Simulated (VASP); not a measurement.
# BaTiO3 (Cm) in VASP: further runs

BaTiO3 is run at these levels: PBE; tasks: single point.

All numbers are computed with VASP 6.6.1; they aren't measurements. Logs are shortened: lines on timing, memory, paths and dates and some standing lists are left out, and cuts for length are marked.

## (1) The cell of the first run

Symmetry: Cm, No. 8, monoclinic system. The conventional cell has a = 5.757 Å, b = 5.640 Å, c = 4.060 Å, α = 90.00°, β = 90.43°, γ = 90.00°. Within 3.7 Å of Ba (site symmetry m) lie 12 O at 2.77 to 2.98 Å and 8 Ti at 3.43 to 3.64 Å. Within 2.5 Å of Ti (site symmetry m) lie 6 O at 1.85 to 2.21 Å. Within 2.5 Å of O (site symmetry m) lie 2 Ti at 1.87 to 2.21 Å. Within 2.5 Å of O (site symmetry 1) lie 2 Ti at 1.85 to 2.19 Å.

## (2) Single point, PBE (strain -0.0150 x Voigt [1, 0, 0, 0, 0, 0])

File INCAR:

```
ALGO = Normal
EDIFF = 1E-6
ENCUT = 520
GGA = PE
ISIF = 2
ISMEAR = 0
LASPH = T
LCHARG = F
LREAL = F
LWAVE = F
NBANDS = 28
NELM = 60
PREC = Accurate
SIGMA = 0.05
```

File KPOINTS:

```
k-points
0
Gamma
  6 6 6
```

File POSCAR:

```
BaTiO3
1.0
    2.8201246307      1.6529946342      2.3563003940
   -2.8201246307      1.6529946342      2.3563003940
    0.0000000000     -3.3059892684      2.3563003940
Ba Ti O
1 1 3
Direct
    0.0049545205      0.0049545205      0.0049545205
    0.5191875227      0.5191875227      0.5191875227
    0.4883938465      0.4883938465      0.9777702638
    0.4883938465      0.9777702638      0.4883938465
    0.9777702638      0.4883938465      0.4883938465
```

Potentials or basis: VASP PAW PBE potentials, release 64 (Ba_sv, Ti_sv, O).

Run with:

```sh
$ cat potpaw_PBE.64/Ba_sv/POTCAR potpaw_PBE.64/Ti_sv/POTCAR potpaw_PBE.64/O/POTCAR > POTCAR
$ mpirun -np 1 vasp_std > vasp.out
```

OUTCAR:

```text
EDIFF = 1E-6
   ENCUT = 520
   GGA = PE
   ISIF = 2
   ISMEAR = 0
   LASPH = T
   LREAL = F
   NELM = 60
   PREC = Accurate

 ion  position               nearest neighbor table
   1  0.005  0.005  0.005-   4 2.77   5 2.77   3 2.78   3 2.82   3 2.82   4 2.86   5 2.86   5 2.86
                             4 2.86   5 2.97   4 2.97   3 2.98   2 3.43   2 3.44   2 3.44   2 3.48
   2  0.519  0.519  0.519-   4 1.85   5 1.85   3 1.87   4 2.19   5 2.19   3 2.21   1 3.43   1 3.44
                             1 3.44   1 3.48   1 3.51   1 3.51   1 3.54   1 3.64
   3  0.488  0.488  0.978-   2 1.87   2 2.21   1 2.78   1 2.82   1 2.82   1 2.98
   4  0.488  0.978  0.488-   2 1.85   2 2.19   1 2.77   1 2.86   1 2.86   1 2.97
   5  0.978  0.488  0.488-   2 1.85   2 2.19   1 2.77   1 2.86   1 2.86   1 2.97

  LATTYP: Found a base centered monoclinic cell.
 ALAT       =     5.7565763462
 B/A-ratio  =     0.9797923144
 C/A-ratio  =     0.7052400250
 COS(beta)  =    -0.0074769073

  Lattice vectors:

 A1 = (  -2.8201246307,  -1.6529946342,  -2.3563003940)
 A2 = (   2.8201246307,  -1.6529946342,  -2.3563003940)
 A3 = (   0.0000000000,  -3.3059892684,   2.3563003940)

Analysis of symmetry for initial positions (statically):
=====================================================================
 Subroutine PRICEL returns:
 Original cell was already a primitive cell.

 Routine SETGRP: Setting up the symmetry group for a
 base centered monoclinic supercell.

 Subroutine GETGRP returns: Found  2 space group operations
 (whereof  2 operations were pure point group operations)
 out of a pool of  4 trial point group operations.

The static configuration has the point symmetry C_1h.

Analysis of symmetry for dynamics (positions and initial velocities):
=====================================================================
 Subroutine PRICEL returns:
 Original cell was already a primitive cell.

 Routine SETGRP: Setting up the symmetry group for a
 base centered monoclinic supercell.

 Subroutine GETGRP returns: Found  2 space group operations
 (whereof  2 operations were pure point group operations)
 out of a pool of  4 trial point group operations.

The dynamic configuration has the point symmetry C_1h.

 Subroutine INISYM returns: Found  2 space group operations
 (whereof  2 operations are pure point group operations),
 and found     1 'primitive' translations

----------------------------------------------------------------------------------------

                                     Primitive cell

  volume of cell :      65.9055

  direct lattice vectors                    reciprocal lattice vectors
     2.820124631  1.652994634  2.356300394     0.177297129  0.100827107  0.141464702
    -2.820124631  1.652994634  2.356300394    -0.177297129  0.100827107  0.141464702
     0.000000000 -3.305989268  2.356300394     0.000000000 -0.201654214  0.141464702

  length of vectors
     4.029596225  4.029596225  4.059768046     0.248218934  0.248218934  0.246326377

  position of ions in fractional coordinates (direct lattice)
     0.004954521  0.004954521  0.004954521
     0.519187523  0.519187523  0.519187523
     0.488393847  0.488393847  0.977770264
     0.488393847  0.977770264  0.488393847
     0.977770264  0.488393847  0.488393847

  ion indices of the primitive-cell ions
   primitive index   ion index
                 1           1
                 2           2
                 3           3
                 4           4
                 5           5

----------------------------------------------------------------------------------------

 KPOINTS: k-points

Automatic generation of k-mesh.
 Grid dimensions read from file:
 generate k-points for:    6    6    6

 Generating k-lattice:

  Cartesian coordinates                     Fractional coordinates (reciprocal lattice)
     0.029549521  0.016804518  0.023577450     0.166666667 -0.000000000 -0.000000000
    -0.029549521  0.016804518  0.023577450    -0.000000000  0.166666667 -0.000000000
     0.000000000 -0.033609036  0.023577450    -0.000000000 -0.000000000  0.166666667

  Length of vectors
     0.041369822  0.041369822  0.041054396

  Shift w.r.t. Gamma in fractional coordinates (k-lattice)
     0.000000000  0.000000000  0.000000000

 Subroutine IBZKPT returns following result:
 ===========================================

 Found     68 irreducible k-points:

 Following reciprocal coordinates:
            Coordinates               Weight
  0.000000  0.000000  0.000000      1.000000
  0.166667 -0.000000 -0.000000      4.000000
  0.333333 -0.000000 -0.000000      4.000000
  0.500000 -0.000000  0.000000      2.000000
  0.166667  0.166667 -0.000000      2.000000
  0.333333  0.166667  0.000000      4.000000
[... 16 lines left out ...]
 -0.333333  0.166667  0.166667      4.000000
 -0.166667  0.166667  0.166667      4.000000
 [... further k-points ...]
   k-points           NKPTS =     68   k-points in BZ     NKDIM =     68   number of bands    NBANDS=     28
   number of dos      NEDOS =    301   number of ions     NIONS =      5
   total plane-waves  NPLWV =  27000
   dimension x,y,z NGX =    30 NGY =   30 NGZ =   30
   dimension x,y,z NGXF=    60 NGYF=   60 NGZF=   60
   ions per type =               1   1   3
   NGX,Y,Z   is equivalent  to a cutoff of  12.38, 12.38, 12.28 a.u.
   NGXF,Y,Z  is equivalent  to a cutoff of  24.75, 24.75, 24.57 a.u.
 SYSTEM =  unknown system
   PREC   = accura    normal or accurate (medium, high low for compatibility)
   ISTART =      0    job   : 0-new  1-cont  2-samecut
   ICHARG =      2    charge: 1-file 2-atom 10-const
   ISPIN  =      1    spin polarized calculation?
   LNONCOLLINEAR =      F non collinear calculations
   LSORBIT =      F    spin-orbit coupling
   LASPH  =      T    aspherical Exc in radial PAW
   ENCUT  =  520.0 eV  38.22 Ry    6.18 a.u.   7.49  7.49  7.55*2*pi/ulx,y,z
   NELM   =     60;   NELMIN=  2; NELMDL= -5     # of ELM steps
   EDIFF  = 0.1E-05   stopping-criterion for ELM
   LREAL  =      F    real-space projection
   EDIFFG = 0.1E-04   stopping-criterion for IOM
   NSW    =      0    number of steps for IOM
   IBRION =     -1    ionic relax: 0-MD 1-quasi-New 2-CG
   NFREE  =      0    steps in history (QN), initial steepest desc. (CG)
   ISIF   =      2    stress and relaxation
   ISYM   =      2    0-nonsym 1-usesym 2-fastsym
   POTIM  = 0.5000    time-step for ionic-motion
   TEBEG  =    0.0;   TEEND  =   0.0 temperature during run
   PSTRESS=    0.0 pullay stress
   NELECT =      40.0000    total number of electrons
   NUPDOWN=      -1.0000    fix difference up-down
   EMIN   =  10.00;   EMAX   =-10.00  energy-range for DOS
   EFERMI =   0.00;   METHOD = LEGACY
   ISMEAR =     0;   SIGMA  =   0.05  broadening in eV -4-tet -1-fermi 0-gaus
   EFERMI_NEDOS =   21; number of points for ismear=-14 and -15
   IALGO  =     38    algorithm
   IMIX   =      4    mixing-type and parameters
     AMIX     =   0.40;   BMIX     =  1.00
     AMIX_MAG =   1.60;   BMIX_MAG =  1.00
  volume/ion in A,a.u.               =      13.18        88.95
  Fermi-wavevector in a.u.,A,eV,Ry     =   1.386078  2.619307 26.139672  1.921212
  Thomas-Fermi vector in A             =   2.510428
   LORBIT       =      0    0 simple, 1 ext, 2 COOP (PROOUT), +10 PAW based schemes
   GGA     = PE    functional components
   LHFCALC =     F    Hartree Fock is set to
   AEXX    =    0.0000 exact exchange contribution
   IVDW    =     0    specifies the selected vdW correction
   LEPSILON=     F    determine dielectric tensor
   LRPA    =     F    only Hartree local field effects (RPA)
 non-spin polarized calculation
 Gauss-broadening in eV      SIGMA  =   0.05
  energy-cutoff  :      520.00
  volume of cell :       65.91
 maximum number of plane-waves:      1793
 NGX is ok and might be reduce to    30
   NGX = 15   NGY = 15   NGZ = 15

 number of electron      40.0000016 magnetization

 Free energy of the ion-electron system (eV)
  ---------------------------------------------------
  ext. energy  EPLUGINS =         0.00000000
  ---------------------------------------------------
  free energy    TOTEN  =       -40.02846977 eV

  energy without entropy =      -40.02846977  energy(sigma->0) =      -40.02846977

 E-fermi :   3.9248     XC(G=0): -11.0861

 val. band max:        3.5374084342   @ k =   0.5000   0.5000   0.5000
 cond. band min:       6.1451656479   @ k =   0.0000   0.0000   0.0000
 fundamental gap:      2.6077572137
 Fermi energy:         3.9247551532

 k-point     1 :       0.0000    0.0000    0.0000
  band No.  band energies     occupation
      1     -52.6807      2.00000
      2     -28.9555      2.00000
      3     -28.9422      2.00000
      4     -28.9394      2.00000
      5     -21.3179      2.00000
      6     -13.1994      2.00000
[... 20 lines left out ...]
     27       8.6555      0.00000
     28      10.6049      0.00000

 k-point     2 :       0.1667   -0.0000   -0.0000
  band No.  band energies     occupation
      1     -52.6805      2.00000
      2     -28.9639      2.00000
      3     -28.9455      2.00000
      4     -28.9390      2.00000
      5     -21.2923      2.00000
      6     -13.2087      2.00000
[... 20 lines left out ...]
     27       9.1435      0.00000
     28      11.2520      0.00000

 k-point     3 :       0.3333   -0.0000   -0.0000
  band No.  band energies     occupation
      1     -52.6800      2.00000
      2     -28.9863      2.00000
      3     -28.9463      2.00000
      4     -28.9380      2.00000
      5     -21.2401      2.00000
      6     -13.3043      2.00000
[... 20 lines left out ...]
     27      10.2965      0.00000
     28      11.7835      0.00000

 k-point     4 :       0.5000   -0.0000    0.0000
  band No.  band energies     occupation
      1     -52.6798      2.00000
      2     -28.9981      2.00000
      3     -28.9461      2.00000
      4     -28.9376      2.00000
      5     -21.2136      2.00000
      6     -13.3747      2.00000
[... 578 lines left out ...]
     27      11.4992      0.00000
     28      12.3977      0.00000

 k-point    23 :      -0.3333    0.1667    0.1667
  band No.  band energies     occupation
      1     -52.6795      2.00000
      2     -28.9857      2.00000
      3     -28.9572      2.00000
      4     -28.9483      2.00000
      5     -21.2031      2.00000
      6     -13.1288      2.00000
[... 20 lines left out ...]
     27      10.9363      0.00000
     28      11.9016      0.00000

 k-point    24 :      -0.1667    0.1667    0.1667
  band No.  band energies     occupation
      1     -52.6800      2.00000
      2     -28.9670      2.00000
      3     -28.9533      2.00000
      4     -28.9492      2.00000
      5     -21.2475      2.00000
      6     -13.1494      2.00000
[... 20 lines left out ...]
     27       9.9333      0.00000
     28      11.4381      0.00000

 [... further k-points ...]

------------------------ aborting loop because EDIFF is reached ----------------------------------------

  FORCE on cell =-STRESS in cart. coord.  units (eV):
  Direction    XX          YY          ZZ          XY          YZ          ZX
  --------------------------------------------------------------------------------------
  -------------------------------------------------------------------------------------
  Total        2.6739196      1.3016449      1.1685729      0.0000000     -0.0461267      0.0000000
  in kB       65.0035797     31.6432759     28.4082677      0.0000000     -1.1213498      0.0000000
  external PRESSURE =      41.6850411 kB  Pullay stress =       0.0000000 kB

 VOLUME and BASIS-vectors are now :
 -----------------------------------------------------------------------------
  energy-cutoff  :      520.00
  volume of cell :       65.91
      direct lattice vectors                 reciprocal lattice vectors
     2.820124631  1.652994634  2.356300394     0.177297129  0.100827107  0.141464702
    -2.820124631  1.652994634  2.356300394    -0.177297129  0.100827107  0.141464702
     0.000000000 -3.305989268  2.356300394     0.000000000 -0.201654214  0.141464702

 POSITION                                       TOTAL-FORCE (eV/Angst)
 -----------------------------------------------------------------------------------
      0.00000      0.00000      0.03502        -0.000000     -0.001324     -0.055248
      0.00000      0.00000      3.67009        -0.000000     -0.089466     -0.259495
      0.00000     -1.61787      4.60553        -0.000000     -0.084495      0.066638
     -1.38010      0.80894      4.60553        -0.200584      0.087643      0.124053
      1.38010      0.80894      4.60553         0.200584      0.087643      0.124053
 -----------------------------------------------------------------------------------
    total drift:                               -0.000000      0.000274      0.000542

  FREE ENERGIE OF THE ION-ELECTRON SYSTEM (eV)
  ---------------------------------------------------
  free  energy   TOTEN  =       -40.0284697726 eV

  energy  without entropy=      -40.0284697726  energy(sigma->0) =      -40.02846977
```

Run time: 56 s. Hardware: 1 thread of Intel Xeon 6975P-C (Granite Rapids), shared host; peak memory 0.26 GiB.

Results:

| Item | Value |
| --- | --- |
| Free energy | -40.0285 eV |
| Pressure | 4.2 GPa |
| Largest force | 0.274 eV/Å |
| Band gap on the k mesh | 2.61 eV (least direct gap 3.10 eV) |

Forces in eV/Å, atoms in the order of the input:
```
Ba   0.000 -0.001 -0.055
Ti   0.000 -0.089 -0.259
O    0.000 -0.084  0.067
O   -0.201  0.088  0.124
O    0.201  0.088  0.124
```

Levels at points of the mesh, in eV from the valence-band top:
```
           k point  band 18  band 19  band 20  band 21  band 22  band 23
(0.00, 0.00, 0.00)    -0.72    -0.54    -0.49     2.61     2.65     2.83
(0.50, 0.00, 0.00)    -1.54    -1.05    -0.89     2.79     3.83     3.98
(0.50, 0.50, 0.00)    -0.89    -0.77    -0.08     3.92     3.93     4.25
(0.00, 0.00, 0.50)    -1.52    -1.10    -0.82     2.80     3.78     3.92
(0.50, 0.00, 0.50)    -0.93    -0.85    -0.10     3.88     3.93     4.20
(0.50, 0.50, 0.50)    -0.04    -0.03     0.00     4.27     4.46     4.50
```

Caveat: the cell differs from its parent crystal (strain -0.0150 x Voigt [1, 0, 0, 0, 0, 0]); the cell stands under pressure; spin-orbit coupling is left out, which moves the levels of the heavy elements. A k mesh can miss the band edges.

## (3) Single point, PBE (strain +0.0150 x Voigt [1, 0, 0, 0, 0, 0])

File INCAR:

```
SYSTEM = BaTiO3
  PREC = Accurate
  ENCUT = 520
  EDIFF = 1E-6
  ISMEAR = 0
  SIGMA = 0.05
  LREAL = .False.
  LASPH = .True.
  NELM = 100
  ALGO = Normal
  ISIF = 2
  LWAVE = .False.
  LCHARG = .True.
  GGA = PE
  LELF = .True.
  LVHAR = .True.
  NBANDS = 28
```

File KPOINTS:

```
regular mesh
0
Gamma
  6 6 6
  0 0 0
```

POSCAR, as its differences from that of step 2:

```diff
@@ -2,4 +2,4 @@
 1.0
-    2.8201246307      1.6529946342      2.3563003940
-   -2.8201246307      1.6529946342      2.3563003940
+    2.9060167514      1.6529946342      2.3563003940
+   -2.9060167514      1.6529946342      2.3563003940
     0.0000000000     -3.3059892684      2.3563003940
```

Potentials or basis: VASP PAW PBE potentials, release 64 (Ba_sv, Ti_sv, O).

Run with:

```sh
$ cat potpaw_PBE.64/Ba_sv/POTCAR potpaw_PBE.64/Ti_sv/POTCAR potpaw_PBE.64/O/POTCAR > POTCAR
$ mpirun -np 1 vasp_std > vasp.out
```

OUTCAR:

```text
SYSTEM = BaTiO3
   PREC = Accurate
   ENCUT = 520
   EDIFF = 1E-6
   ISMEAR = 0
   LREAL = .False.
   LASPH = .True.
   NELM = 100
   ISIF = 2
   GGA = PE

 ion  position               nearest neighbor table
   1  0.005  0.005  0.005-   3 2.78   4 2.80   5 2.80   5 2.88   4 2.88   4 2.88   5 2.88   3 2.91
                             3 2.91   3 2.98   4 2.99   5 2.99   2 3.43   2 3.48   2 3.51   2 3.51
   2  0.519  0.519  0.519-   3 1.87   4 1.88   5 1.88   3 2.21   4 2.22   5 2.22   1 3.43   1 3.48
                             1 3.51   1 3.51   1 3.54   1 3.58   1 3.58   1 3.64
   3  0.488  0.488  0.978-   2 1.87   2 2.21   1 2.78   1 2.91   1 2.91   1 2.98
   4  0.488  0.978  0.488-   2 1.88   2 2.22   1 2.80   1 2.88   1 2.88   1 2.99
   5  0.978  0.488  0.488-   2 1.88   2 2.22   1 2.80   1 2.88   1 2.88   1 2.99

  LATTYP: Found a base centered monoclinic cell.
 ALAT       =     5.7565763462
 B/A-ratio  =     1.0096337047
 C/A-ratio  =     0.7052400250
 COS(beta)  =    -0.0074769073

  Lattice vectors:

 A1 = (  -2.9060167514,  -1.6529946342,  -2.3563003940)
 A2 = (   2.9060167514,  -1.6529946342,  -2.3563003940)
[... 182 lines left out ...]
 E-fermi :   3.5439     XC(G=0): -10.9310

 val. band max:        3.3327523822   @ k =   0.5000   0.5000   0.5000
 cond. band min:       5.8405222397   @ k =   0.0000   0.0000   0.0000
 fundamental gap:      2.5077698575
 Fermi energy:         3.5439440610

 k-point     1 :       0.0000    0.0000    0.0000
  band No.  band energies     occupation
      1     -53.0388      2.00000
      2     -29.2912      2.00000
      3     -29.2861      2.00000
      4     -29.2721      2.00000
      5     -21.6169      2.00000
      6     -13.3552      2.00000
[... 733 lines left out ...]
     27       9.6097      0.00000
     28      11.0363      0.00000

 [... further k-points ...]

------------------------ aborting loop because EDIFF is reached ----------------------------------------

  FORCE on cell =-STRESS in cart. coord.  units (eV):
  Direction    XX          YY          ZZ          XY          YZ          ZX
  --------------------------------------------------------------------------------------
  -------------------------------------------------------------------------------------
  Total       -1.1999106      0.0836077      0.1422641      0.0000000      0.0627838      0.0000000
  in kB      -28.3079231      1.9724461      3.3562518      0.0000000      1.4811762      0.0000000
  external PRESSURE =      -7.6597417 kB  Pullay stress =       0.0000000 kB

 VOLUME and BASIS-vectors are now :
 -----------------------------------------------------------------------------
  energy-cutoff  :      520.00
  volume of cell :       67.91
      direct lattice vectors                 reciprocal lattice vectors
     2.906016751  1.652994634  2.356300394     0.172056820  0.100827107  0.141464702
    -2.906016751  1.652994634  2.356300394    -0.172056820  0.100827107  0.141464702
     0.000000000 -3.305989268  2.356300394     0.000000000 -0.201654214  0.141464702

 POSITION                                       TOTAL-FORCE (eV/Angst)
 -----------------------------------------------------------------------------------
      0.00000      0.00000      0.03502         0.000000      0.000471     -0.032040
      0.00000      0.00000      3.67009         0.000000      0.077213      0.068990
      0.00000     -1.61787      4.60553         0.000000      0.017400      0.020927
     -1.42214      0.80894      4.60553         0.131282     -0.047542     -0.028938
      1.42214      0.80894      4.60553        -0.131282     -0.047542     -0.028938
 -----------------------------------------------------------------------------------
    total drift:                               -0.000000     -0.000317     -0.000635

  FREE ENERGIE OF THE ION-ELECTRON SYSTEM (eV)
  ---------------------------------------------------
  free  energy   TOTEN  =       -40.0519043287 eV

  energy  without entropy=      -40.0519043287  energy(sigma->0) =      -40.05190433
```

Wall time 62 s (1 thread of Intel Xeon 6975P-C (Granite Rapids), shared host); peak memory 0.26 GiB.

What came out:

```
Free energy            : -40.0519 eV
Pressure               : -0.8 GPa
Largest force          : 0.143 eV/Å
Band gap on the k mesh : 2.51 eV (least direct gap 3.05 eV)
```

Forces in eV/Å, atoms in the order of the input:
```
Ba   0.000  0.000 -0.032
Ti   0.000  0.077  0.069
O    0.000  0.017  0.021
O    0.131 -0.048 -0.029
O   -0.131 -0.048 -0.029
```

Stress tensor (GPa, compression positive):
```
-2.83  0.00  0.00
 0.00  0.20  0.15
 0.00  0.15  0.34
```

Caveat: the cell differs from its parent crystal (strain +0.0150 x Voigt [1, 0, 0, 0, 0, 0]); spin-orbit coupling is left out, which moves the levels of the heavy elements. A k mesh can miss the band edges.

[end of part 1 of 3]
